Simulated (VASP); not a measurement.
# Ru (Im-3m) in VASP: single point with PBE

Aim: the single point of Ru with PBE.

All numbers are computed with VASP 6.6.1; they aren't measurements. Logs are shortened: lines on timing, memory, paths and dates and some standing lists are left out, and cuts for length are marked.

### Step 1. The cell of the first run

It takes space group Im-3m (No. 229, cubic). The conventional cell has a = 2.939 Å, b = 2.939 Å, c = 2.939 Å, α = 90.00°, β = 90.00°, γ = 90.00°. Within 3.4 Å of Ru (site symmetry m-3m) lie 14 Ru at 2.55 to 2.94 Å.

### Step 2. Single point, PBE, collinear spin, zero start

INCAR

```
ALGO     = Normal         # electronic algorithm
EDIFF    = 1E-6           # SCF threshold, eV
ENCUT    = 500            # plane-wave cutoff, eV
GGA      = PE             # functional
GGA_COMPAT= F            
ISIF     = 2              # what is computed and relaxed
ISMEAR   = -1             # smearing method
ISPIN    = 2              # spin polarisation
LASPH    = T              # aspherical terms in the spheres
LCHARG   = F              # write CHGCAR
LMAXMIX  = 4              # l up to which the mixer works
LORBIT   = 11             # projections on sites
LREAL    = F              # projectors in reciprocal space
LWAVE    = F              # write WAVECAR
MAGMOM   = 0              # initial moments
NBANDS   = 17             # bands
NELM     = 200            # most SCF steps
PREC     = Accurate       # precision mode
SIGMA    = 0.1            # smearing width, eV
```

KPOINTS

```
k-points
0
Gamma
  8 8 8
```

POSCAR

```
Ru
1.0
   -1.4696110000      1.4696110000      1.4696110000
    1.4696110000     -1.4696110000      1.4696110000
    1.4696110000      1.4696110000     -1.4696110000
Ru
1
Direct
    0.0000000000      0.0000000000      0.0000000000
```

Potentials or basis: VASP PAW PBE potentials, release 64 (Ru_pv).

On the command line:

```console
$ cat potpaw_PBE.64/Ru_pv/POTCAR > POTCAR
$ mpirun -np 1 vasp_std > vasp.out
```

OUTCAR:

```text
EDIFF = 1E-6
   ENCUT = 500
   GGA = PE
   ISIF = 2
   ISMEAR = -1
   ISPIN = 2
   LASPH = T
   LORBIT = 11
   LREAL = F
   NELM = 200
   PREC = Accurate

 ion  position               nearest neighbor table
   1  0.000  0.000  0.000-

  LATTYP: Found a body centered cubic cell.
 ALAT       =     2.9392220000

  Lattice vectors:

 A1 = (  -1.4696110000,   1.4696110000,   1.4696110000)
 A2 = (   1.4696110000,  -1.4696110000,   1.4696110000)
 A3 = (   1.4696110000,   1.4696110000,  -1.4696110000)

Analysis of symmetry for initial positions (statically):
=====================================================================
 Subroutine PRICEL returns:
 Original cell was already a primitive cell.

 Routine SETGRP: Setting up the symmetry group for a
 body centered cubic supercell.

 Subroutine GETGRP returns: Found 48 space group operations
 (whereof 48 operations were pure point group operations)
 out of a pool of 48 trial point group operations.

The static configuration has the point symmetry O_h .

Analysis of symmetry for dynamics (positions and initial velocities):
=====================================================================
 Subroutine PRICEL returns:
 Original cell was already a primitive cell.

 Routine SETGRP: Setting up the symmetry group for a
 body centered cubic supercell.

 Subroutine GETGRP returns: Found 48 space group operations
 (whereof 48 operations were pure point group operations)
 out of a pool of 48 trial point group operations.

The dynamic configuration has the point symmetry O_h .

Analysis of structural, dynamic, and magnetic symmetry:
=====================================================================
 Subroutine PRICEL returns:
 Original cell was already a primitive cell.

 Routine SETGRP: Setting up the symmetry group for a
 body centered cubic supercell.

 Subroutine GETGRP returns: Found 48 space group operations
 (whereof 48 operations were pure point group operations)
 out of a pool of 48 trial point group operations.

The overall configuration has the point symmetry O_h .

 Subroutine INISYM returns: Found 48 space group operations
 (whereof 48 operations are pure point group operations),
 and found     1 'primitive' translations

----------------------------------------------------------------------------------------

                                     Primitive cell

  volume of cell :      12.6960

  direct lattice vectors                    reciprocal lattice vectors
    -1.469611000  1.469611000  1.469611000     0.000000000  0.340226087  0.340226087
     1.469611000 -1.469611000  1.469611000     0.340226087  0.000000000  0.340226087
     1.469611000  1.469611000 -1.469611000     0.340226087  0.340226087  0.000000000

  length of vectors
     2.545440919  2.545440919  2.545440919     0.481152347  0.481152347  0.481152347

  position of ions in fractional coordinates (direct lattice)
     0.000000000  0.000000000  0.000000000

  ion indices of the primitive-cell ions
   primitive index   ion index
                 1           1

----------------------------------------------------------------------------------------

 KPOINTS: k-points

Automatic generation of k-mesh.
 Grid dimensions read from file:
 generate k-points for:    8    8    8

 Generating k-lattice:

  Cartesian coordinates                     Fractional coordinates (reciprocal lattice)
     0.000000000  0.042528261  0.042528261     0.125000000  0.000000000  0.000000000
     0.042528261  0.000000000  0.042528261     0.000000000  0.125000000  0.000000000
     0.042528261  0.042528261  0.000000000     0.000000000  0.000000000  0.125000000

  Length of vectors
     0.060144043  0.060144043  0.060144043

  Shift w.r.t. Gamma in fractional coordinates (k-lattice)
     0.000000000  0.000000000  0.000000000

 Subroutine IBZKPT returns following result:
 ===========================================

 Found     29 irreducible k-points:

 Following reciprocal coordinates:
            Coordinates               Weight
  0.000000  0.000000  0.000000      1.000000
  0.125000  0.000000  0.000000     12.000000
  0.250000  0.000000  0.000000     12.000000
  0.375000  0.000000  0.000000     12.000000
  0.500000  0.000000  0.000000      6.000000
  0.125000  0.125000  0.000000     24.000000
[... 16 lines left out ...]
 -0.250000  0.250000  0.250000      6.000000
 -0.375000  0.375000  0.250000     24.000000
 [... further k-points ...]
   k-points           NKPTS =     29   k-points in BZ     NKDIM =     29   number of bands    NBANDS=     17
   number of dos      NEDOS =    301   number of ions     NIONS =      1
   total plane-waves  NPLWV =   8000
   dimension x,y,z NGX =    20 NGY =   20 NGZ =   20
   dimension x,y,z NGXF=    40 NGYF=   40 NGZF=   40
   ions per type =               1
   NGX,Y,Z   is equivalent  to a cutoff of  13.06, 13.06, 13.06 a.u.
   NGXF,Y,Z  is equivalent  to a cutoff of  26.12, 26.12, 26.12 a.u.
 SYSTEM =  unknown system
   PREC   = accura    normal or accurate (medium, high low for compatibility)
   ISTART =      0    job   : 0-new  1-cont  2-samecut
   ICHARG =      2    charge: 1-file 2-atom 10-const
   ISPIN  =      2    spin polarized calculation?
   LNONCOLLINEAR =      F non collinear calculations
   LSORBIT =      F    spin-orbit coupling
   LASPH  =      T    aspherical Exc in radial PAW
   ENCUT  =  500.0 eV  36.75 Ry    6.06 a.u.   4.64  4.64  4.64*2*pi/ulx,y,z
   NELM   =    200;   NELMIN=  2; NELMDL= -5     # of ELM steps
   EDIFF  = 0.1E-05   stopping-criterion for ELM
   LREAL  =      F    real-space projection
   EDIFFG = 0.1E-04   stopping-criterion for IOM
   NSW    =      0    number of steps for IOM
   IBRION =     -1    ionic relax: 0-MD 1-quasi-New 2-CG
   NFREE  =      0    steps in history (QN), initial steepest desc. (CG)
   ISIF   =      2    stress and relaxation
   ISYM   =      2    0-nonsym 1-usesym 2-fastsym
   POTIM  = 0.5000    time-step for ionic-motion
   TEBEG  =    0.0;   TEEND  =   0.0 temperature during run
   PSTRESS=    0.0 pullay stress
   NELECT =      14.0000    total number of electrons
   NUPDOWN=      -1.0000    fix difference up-down
   EMIN   =  10.00;   EMAX   =-10.00  energy-range for DOS
   EFERMI =   0.00;   METHOD = LEGACY
   ISMEAR =    -1;   SIGMA  =   0.10  broadening in eV -4-tet -1-fermi 0-gaus
   EFERMI_NEDOS =   21; number of points for ismear=-14 and -15
   IALGO  =     38    algorithm
   IMIX   =      4    mixing-type and parameters
     AMIX     =   0.40;   BMIX     =  1.00
     AMIX_MAG =   1.60;   BMIX_MAG =  1.00
  volume/ion in A,a.u.               =      12.70        85.68
  Fermi-wavevector in a.u.,A,eV,Ry     =   1.691330  3.196151 38.920805  2.860598
  Thomas-Fermi vector in A             =   2.773117
   LORBIT       =     11    0 simple, 1 ext, 2 COOP (PROOUT), +10 PAW based schemes
   GGA     = PE    functional components
   LHFCALC =     F    Hartree Fock is set to
   AEXX    =    0.0000 exact exchange contribution
   IVDW    =     0    specifies the selected vdW correction
   LEPSILON=     F    determine dielectric tensor
   LRPA    =     F    only Hartree local field effects (RPA)
 spin polarized calculation
  energy-cutoff  :      500.00
  volume of cell :       12.70
 maximum number of plane-waves:       336
   NGX =  9   NGY =  9   NGZ =  9

 number of electron      14.0000005 magnetization       0.0000003

 number of electron      14.0000005 magnetization      -0.0000092

 Free energy of the ion-electron system (eV)
  ---------------------------------------------------
  ext. energy  EPLUGINS =         0.00000000
  ---------------------------------------------------
  free energy    TOTEN  =        -8.48302038 eV

  energy without entropy =       -8.42814158  energy(sigma->0) =       -8.45558098

 E-fermi :  14.3381     XC(G=0): -14.5282

 val. band max:       14.3218761093   @ k =   0.2500   0.1250   0.1250
 cond. band min:      14.4379255228   @ k =   0.1250   0.1250   0.0000
 fundamental gap:      0.1160494134
 Fermi energy:        14.3380870594

 spin component 1

 k-point     1 :       0.0000    0.0000    0.0000
  band No.  band energies     occupation
      1     -28.3135      1.00000
      2     -28.3135      1.00000
      3     -28.3135      1.00000
      4       5.7179      1.00000
      5      11.0619      1.00000
      6      11.0619      1.00000
[... 9 lines left out ...]
     16      48.2412      0.00000
     17      48.2412      0.00000

 k-point     2 :       0.1250    0.0000    0.0000
  band No.  band energies     occupation
      1     -28.5219      1.00000
      2     -28.3790      1.00000
      3     -28.3147      1.00000
      4       6.4380      1.00000
      5      10.7138      1.00000
      6      11.0205      1.00000
[... 9 lines left out ...]
     16      46.3646      0.00000
     17      47.5296      0.00000
[... 421 lines left out ...]
 k-point    24 :      -0.3750    0.3750    0.2500
  band No.  band energies     occupation
      1     -29.3155      1.00000
      2     -28.9383      1.00000
      3     -28.8127      1.00000
      4       8.7071      1.00000
      5       9.3633      1.00000
      6      11.9513      1.00000
[... 9 lines left out ...]
     16      46.0125      0.00000
     17      47.0984      0.00000

 [... further k-points ...]

 spin component 2

 k-point     1 :       0.0000    0.0000    0.0000
  band No.  band energies     occupation
      1     -28.3135      1.00000
      2     -28.3135      1.00000
      3     -28.3135      1.00000
      4       5.7179      1.00000
      5      11.0619      1.00000
      6      11.0619      1.00000
[... 9 lines left out ...]
     16      48.2412      0.00000
     17      48.2412      0.00000

 k-point     2 :       0.1250    0.0000    0.0000
  band No.  band energies     occupation
      1     -28.5219      1.00000
      2     -28.3790      1.00000
      3     -28.3147      1.00000
      4       6.4380      1.00000
      5      10.7138      1.00000
      6      11.0205      1.00000
[... 9 lines left out ...]
     16      46.3646      0.00000
     17      47.5296      0.00000
[... 421 lines left out ...]
 k-point    24 :      -0.3750    0.3750    0.2500
  band No.  band energies     occupation
      1     -29.3155      1.00000
      2     -28.9383      1.00000
      3     -28.8127      1.00000
      4       8.7071      1.00000
      5       9.3633      1.00000
      6      11.9513      1.00000
[... 9 lines left out ...]
     16      46.0125      0.00000
     17      47.0984      0.00000

 [... further k-points ...]
[... 5 lines left out ...]
  --------------------------------------------------------------------------------------
  -------------------------------------------------------------------------------------
  Total        3.3412819      3.3412819      3.3412819     -0.0000000     -0.0000000      0.0000000
  in kB      421.6542922    421.6542922    421.6542922     -0.0000000     -0.0000000      0.0000000
  external PRESSURE =     421.6542922 kB  Pullay stress =       0.0000000 kB

 VOLUME and BASIS-vectors are now :
 -----------------------------------------------------------------------------
  energy-cutoff  :      500.00
  volume of cell :       12.70
      direct lattice vectors                 reciprocal lattice vectors
    -1.469611000  1.469611000  1.469611000     0.000000000  0.340226087  0.340226087
     1.469611000 -1.469611000  1.469611000     0.340226087  0.000000000  0.340226087
     1.469611000  1.469611000 -1.469611000     0.340226087  0.340226087  0.000000000

 POSITION                                       TOTAL-FORCE (eV/Angst)
 -----------------------------------------------------------------------------------
      0.00000      0.00000      0.00000        -0.000000      0.000000     -0.000000
 -----------------------------------------------------------------------------------
    total drift:                                0.000000     -0.000000      0.000000

  FREE ENERGIE OF THE ION-ELECTRON SYSTEM (eV)
  ---------------------------------------------------
  free  energy   TOTEN  =        -8.4830203805 eV

  energy  without entropy=       -8.4281415798  energy(sigma->0) =       -8.45558098

 total charge

# of ion       s       p       d       tot
------------------------------------------
    1        0.428   6.340   6.063  12.831

 magnetization (x)

# of ion       s       p       d       tot
------------------------------------------
    1       -0.000  -0.000  -0.000  -0.000
```

Run time: 4.9 s. Hardware: 1 thread of Intel Xeon 6975P-C (Granite Rapids), shared host; peak memory 0.13 GiB.

Results:

```yaml
Free_energy: -8.4830 eV
Pressure: 42.2 GPa
Band_gap_on_the_k_mesh: zero (filled and empty bands overlap)
Net_moment: 0.00 μB per cell
Valence_electrons_inside_the_program's_atomic_spheres: Ru 12.83
```

Caveat: the k points lie up to 0.38 Å⁻¹ apart.
